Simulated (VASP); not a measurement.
# Sc2W (P6/mmm) in VASP: further runs

The runs below take Sc2W through relaxation of cell and atoms, single point, with PBE.

Program: VASP 6.6.1. These are calculated values, not measurements. Logs are shortened: lines on timing, memory, paths and dates and some standing lists are left out, and cuts for length are marked.

### 1 The cell of the first run

It takes space group P6/mmm (No. 191, hexagonal). Conventional cell: a = 4.279 Å, b = 4.279 Å, c = 4.322 Å, α = 90.00°, β = 90.00°, γ = 120.00°. Sc (site symmetry -6m2) has 3 Sc at 2.47 Å and 6 W at 3.28 Å within 3.3 Å. W (site symmetry 6/mmm) has 12 Sc at 3.28 Å and 8 W at 4.28 to 4.32 Å within 4.4 Å.

### 2 Relaxation of cell and atoms, PBE

Input file INCAR:

```
  PREC = Accurate
  ENCUT = 600
  EDIFF = 1E-6
  ISMEAR = 0
  SIGMA = 0.1
  LREAL = F
  LASPH = T
  NELM = 100
  ALGO = Normal
  ISIF = 3
  LWAVE = F
  LCHARG = F
  GGA = PE
  IBRION = 2
  NSW = 100
  EDIFFG = -0.05
```

Input file KPOINTS:

```
Automatic mesh
0
Gamma
  6 6 6
```

Input file POSCAR:

```
Sc2W
1.0
    4.2792504977      0.0000000000      0.0000000000
   -2.1396252488      3.7059396401      0.0000000000
    0.0000000000      0.0000000000      4.3217575758
Sc W
2 1
Direct
    0.3333333333      0.6666666667      0.5000000000
    0.6666666667      0.3333333333      0.5000000000
    0.0000000000      0.0000000000      0.0000000000
```

Potentials or basis: VASP PAW PBE potentials, release 64 (Sc_sv, W_sv).

Started as:

```
> cat potpaw_PBE.64/Sc_sv/POTCAR potpaw_PBE.64/W_sv/POTCAR > POTCAR
> mpirun -np 1 vasp_std > vasp.out
```

OUTCAR:

```text
PREC = Accurate
   ENCUT = 600
   EDIFF = 1E-6
   ISMEAR = 0
   LREAL = F
   LASPH = T
   NELM = 100
   ISIF = 3
   GGA = PE
   IBRION = 2
   NSW = 100
   EDIFFG = -0.05

 ion  position               nearest neighbor table
   1  0.333  0.667  0.500-   2 2.47   2 2.47   2 2.47   3 3.28   3 3.28   3 3.28   3 3.28   3 3.28
                             3 3.28
   2  0.667  0.333  0.500-   1 2.47   1 2.47   1 2.47   3 3.28   3 3.28   3 3.28   3 3.28   3 3.28
                             3 3.28
   3  0.000  0.000  0.000-   1 3.28   2 3.28   1 3.28   2 3.28   1 3.28   1 3.28   2 3.28   2 3.28
                             2 3.28   2 3.28   1 3.28   1 3.28

  LATTYP: Found a hexagonal cell.
 ALAT       =     4.2792504977
 C/A-ratio  =     1.0099332998

  Lattice vectors:

 A1 = (   4.2792504977,   0.0000000000,   0.0000000000)
 A2 = (  -2.1396252488,   3.7059396401,   0.0000000000)
 A3 = (   0.0000000000,   0.0000000000,   4.3217575758)

Analysis of symmetry for initial positions (statically):
=====================================================================
 Subroutine PRICEL returns:
 Original cell was already a primitive cell.

 Routine SETGRP: Setting up the symmetry group for a
 hexagonal supercell.

 Subroutine GETGRP returns: Found 24 space group operations
 (whereof 24 operations were pure point group operations)
 out of a pool of 24 trial point group operations.

The static configuration has the point symmetry D_6h.

Analysis of symmetry for dynamics (positions and initial velocities):
=====================================================================
 Subroutine PRICEL returns:
 Original cell was already a primitive cell.

 Routine SETGRP: Setting up the symmetry group for a
 hexagonal supercell.

 Subroutine GETGRP returns: Found 24 space group operations
 (whereof 24 operations were pure point group operations)
 out of a pool of 24 trial point group operations.

The dynamic configuration has the point symmetry D_6h.

 Subroutine INISYM returns: Found 24 space group operations
 (whereof 24 operations are pure point group operations),
 and found     1 'primitive' translations

----------------------------------------------------------------------------------------

                                     Primitive cell

  volume of cell :      68.5372

[... 97 lines left out ...]
   ISYM   =      2    0-nonsym 1-usesym 2-fastsym
   POTIM  = 0.5000    time-step for ionic-motion
   TEBEG  =    0.0;   TEEND  =   0.0 temperature during run
   PSTRESS=    0.0 pullay stress
   NELECT =      36.0000    total number of electrons
   NUPDOWN=      -1.0000    fix difference up-down
   EMIN   =  10.00;   EMAX   =-10.00  energy-range for DOS
   EFERMI =   0.00;   METHOD = LEGACY
   ISMEAR =     0;   SIGMA  =   0.10  broadening in eV -4-tet -1-fermi 0-gaus
   EFERMI_NEDOS =   21; number of points for ismear=-14 and -15
   IALGO  =     38    algorithm
   IMIX   =      4    mixing-type and parameters
     AMIX     =   0.40;   BMIX     =  1.00
     AMIX_MAG =   1.60;   BMIX_MAG =  1.00
  volume/ion in A,a.u.               =      22.85       154.17
  Fermi-wavevector in a.u.,A,eV,Ry     =   1.320891  2.496121 23.738792  1.744752
  Thomas-Fermi vector in A             =   2.450684
   LORBIT       =      0    0 simple, 1 ext, 2 COOP (PROOUT), +10 PAW based schemes
   GGA     = PE    functional components
   LHFCALC =     F    Hartree Fock is set to
   AEXX    =    0.0000 exact exchange contribution
   IVDW    =     0    specifies the selected vdW correction
   LEPSILON=     F    determine dielectric tensor
   LRPA    =     F    only Hartree local field effects (RPA)
 conjugate gradient relaxation of ions
 non-spin polarized calculation
 Gauss-broadening in eV      SIGMA  =   0.10
  energy-cutoff  :      600.00
  volume of cell :       68.54
 maximum number of plane-waves:      2334
 NGX is ok and might be reduce to    36
   NGX = 17   NGY = 17   NGZ = 17

--------------------------------------- Ionic step        1  -------------------------------------------

 number of electron      36.0000001 magnetization

 Free energy of the ion-electron system (eV)
  ---------------------------------------------------
  ext. energy  EPLUGINS =         0.00000000
  ---------------------------------------------------
  free energy    TOTEN  =       -20.82807243 eV

  energy without entropy =      -20.81963948  energy(sigma->0) =      -20.82385596

------------------------ aborting loop because EDIFF is reached ----------------------------------------

  FORCE on cell =-STRESS in cart. coord.  units (eV):
  Direction    XX          YY          ZZ          XY          YZ          ZX
  --------------------------------------------------------------------------------------
  -------------------------------------------------------------------------------------
  Total        0.5911347      0.5911347    -13.1622998      0.0000000     -0.0000000      0.0000000
  in kB       13.8188084     13.8188084   -307.6917895      0.0000000     -0.0000000      0.0000000
  external PRESSURE =     -93.3513909 kB  Pullay stress =       0.0000000 kB
[... 283 lines left out ...]
--------------------------------------- Ionic step        9  -------------------------------------------

 number of electron      36.0000005 magnetization

 Free energy of the ion-electron system (eV)
  ---------------------------------------------------
  ext. energy  EPLUGINS =         0.00000000
  ---------------------------------------------------
  free energy    TOTEN  =       -24.56944120 eV

  energy without entropy =      -24.55386678  energy(sigma->0) =      -24.56165399

 E-fermi :   6.1452     XC(G=0): -11.4133

 val. band max:        6.1289879268   @ k =   0.3333  -0.0000   0.5000
 cond. band min:       6.1882659759   @ k =   0.3333   0.1667   0.5000
 fundamental gap:      0.0592780490
 Fermi energy:         6.1452204612

 k-point     1 :       0.0000    0.0000    0.0000
  band No.  band energies     occupation
      1     -67.4463      2.00000
      2     -43.0639      2.00000
      3     -42.9005      2.00000
      4     -31.6223      2.00000
      5     -31.6223      2.00000
      6     -31.2244      2.00000
[... 589 lines left out ...]
     21       7.7226      0.00000
     22       8.0523      0.00000

 [... further k-points ...]

------------------------ aborting loop because EDIFF is reached ----------------------------------------

  FORCE on cell =-STRESS in cart. coord.  units (eV):
  Direction    XX          YY          ZZ          XY          YZ          ZX
  --------------------------------------------------------------------------------------
  -------------------------------------------------------------------------------------
  Total       -0.0795156     -0.0795156      0.0746023     -0.0000000     -0.0000000      0.0000000
  in kB       -2.1795341     -2.1795341      2.0448618     -0.0000000     -0.0000000      0.0000000
  external PRESSURE =      -0.7714021 kB  Pullay stress =       0.0000000 kB
[... 18 lines left out ...]
  FREE ENERGIE OF THE ION-ELECTRON SYSTEM (eV)
  ---------------------------------------------------
  free  energy   TOTEN  =       -24.5694412043 eV

  energy  without entropy=      -24.5538667850  energy(sigma->0) =      -24.56165399

 reached required accuracy - stopping structural energy minimisation
```

OSZICAR:

```text
N       E                     dE             d eps       ncg     rms          rms(c)
DAV:   1     0.613822221117E+03    0.61382E+03   -0.19050E+04  1232   0.198E+03
[... 98 lines left out ...]
DAV:   1    -0.245776297517E+02   -0.86374E-02   -0.23426E-01  1720   0.653E+00    0.752E-01
DAV:   2    -0.245705420920E+02    0.70877E-02   -0.24560E-02  1620   0.146E+00    0.224E-01
DAV:   3    -0.245701012903E+02    0.44080E-03   -0.12034E-02  1994   0.888E-01    0.159E-01
DAV:   4    -0.245694607633E+02    0.64053E-03   -0.50507E-03  1890   0.335E-01    0.106E-01
DAV:   5    -0.245694555432E+02    0.52201E-05   -0.46989E-04  2350   0.139E-01    0.249E-02
DAV:   6    -0.245694410864E+02    0.14457E-04   -0.11826E-04  1866   0.460E-02    0.728E-03
DAV:   7    -0.245694412043E+02   -0.11788E-06   -0.30056E-06  1210   0.133E-02
   9 F= -.24569441E+02 E0= -.24561654E+02  d E =-.250609E+00
```

CONTCAR:

```text
Sc2W
   1.00000000000000
     4.8811436579518954    0.0000000000089260   -0.0000000000000000
    -2.4405718289111848    4.2271944072083540    0.0000000000000000
     0.0000000000000000    0.0000000000000000    2.8328611665197752
  Sc              W
     2     1
Direct
     0.3333333332999970    0.6666666667000030    0.5000000000000000
     0.6666666667000030    0.3333333332999970    0.5000000000000000
     0.0000000000000000    0.0000000000000000    0.0000000000000000

  0.00000000E+00  0.00000000E+00  0.00000000E+00
  0.00000000E+00  0.00000000E+00  0.00000000E+00
  0.00000000E+00  0.00000000E+00  0.00000000E+00
```

Wall time 5.5 min (1 thread of Intel Xeon Platinum 8259CL at 2.50GHz (Skylake/Cascade Lake), shared host); peak memory 0.24 GiB.

Results:

* Free energy: -24.5694 eV
* Relaxed volume: 19.48 Å³/atom
* Relaxed cell: a = 4.881 Å, b = 4.881 Å, c = 2.833 Å, α = 90.00°, β = 90.00°, γ = 120.00°
* Space group after relaxing (to 0.1 Å): P6/mmm (No. 191)
* Energy gained by relaxing: 1247.1 meV/atom
* Ionic steps: 9
* Pressure after relaxing: -0.1 GPa
* Band gap on the k mesh: zero (bands 18 and 19 overlap by 0.47 eV)

Stress tensor (GPa, compression positive):
```
-0.22  0.00  0.00
 0.00 -0.22  0.00
 0.00  0.00  0.20
```

The path:
```tsv
step	energy change (eV)	largest force (eV/Å)	pressure (GPa)	volume (Å³)
1	0.0000	0.0000	-9.34	68.54
2	-2.2006	0.0000	6.63	55.06
3	-2.4526	0.0000	15.85	51.55
4	-1.9558	0.0000	48.01	44.43
5	-2.4998	0.0000	20.33	50.26
6	-3.4710	0.0000	14.89	52.26
7	-3.4908	0.0000	14.18	52.62
8	-3.7409	0.0000	0.45	58.18
9	-3.7414	0.0000	-0.08	58.45
```

Final structure:
```cif
data_structure
_symmetry_space_group_name_H-M 'P 1'
_symmetry_Int_Tables_number 1
_cell_length_a 4.8811
_cell_length_b 4.8811
_cell_length_c 2.8329
_cell_angle_alpha 90.000
_cell_angle_beta 90.000
_cell_angle_gamma 120.000
_cell_volume 58.45
loop_
_atom_site_label
_atom_site_type_symbol
_atom_site_fract_x
_atom_site_fract_y
_atom_site_fract_z
_atom_site_occupancy
Sc1 Sc 0.33333 0.66667 0.50000 1
Sc2 Sc 0.66667 0.33333 0.50000 1
W1 W 0.00000 0.00000 0.00000 1
```

Caveat: a cell axis changed by over 15 % at a fixed basis, so the end point is rough; spin-orbit coupling is left out, which moves the levels of the heavy elements.

### 3 Single point, PBE

This run uses another cell than the first one, of 19.44 Å³/atom.

Input file INCAR:

```
  ALGO = Normal
  EDIFF = 1E-6
  ENCUT = 520
  GGA = PE
  ISIF = 2
  ISMEAR = -1
  LASPH = T
  LCHARG = F
  LREAL = F
  LWAVE = F
  NBANDS = 25
  NELM = 100
  PREC = Accurate
  SIGMA = 0.15
```

Input file KPOINTS:

```
k-points
0
Gamma
  12 12 14
```

Input file POSCAR:

```
Sc2W
1.0
    4.8841156001      0.0000000000      0.0000000000
   -2.4420578000      4.2297681847      0.0000000000
    0.0000000000      0.0000000000      2.8232977240
Sc W
2 1
Direct
    0.3333333333      0.6666666667      0.5000000000
    0.6666666667      0.3333333333      0.5000000000
    0.0000000000      0.0000000000      0.0000000000
```

Potentials or basis: VASP PAW PBE potentials, release 64 (Sc_sv, W_sv).

Started as:

```
> cat potpaw_PBE.64/Sc_sv/POTCAR potpaw_PBE.64/W_sv/POTCAR > POTCAR
> mpirun -np 1 vasp_std > vasp.out
```

Run time: 3.5 min. Hardware: 1 thread of Intel Xeon Platinum 8259CL at 2.50GHz (Skylake/Cascade Lake), shared host; peak memory 0.33 GiB.

The run converged. Its results:

```
Free energy            : -24.6936 eV
Pressure               : 0.2 GPa
Band gap on the k mesh : zero (bands 18 and 19 overlap by 0.48 eV)
```

Levels at points of the mesh, in eV from the Fermi level:
```csv
k point,band 14,band 15,band 16,band 17,band 18,band 19,band 20,band 21,band 22,band 23
"(0.00, 0.00, 0.00)",-2.73,-1.26,-1.26,-0.32,-0.32,0.31,0.48,1.81,1.81,2.29
"(0.50, 0.00, 0.00)",-3.22,-2.93,-1.29,-0.71,0.25,0.26,0.61,0.90,1.80,2.41
"(0.00, 0.00, 0.50)",-2.35,-2.16,-2.16,-2.14,-1.45,1.38,1.38,2.28,2.28,3.41
"(0.50, 0.00, 0.50)",-2.69,-2.00,-1.31,-0.24,-0.04,0.20,0.28,1.51,1.83,2.92
```

Caveat: spin-orbit coupling is left out, which moves the levels of the heavy elements.
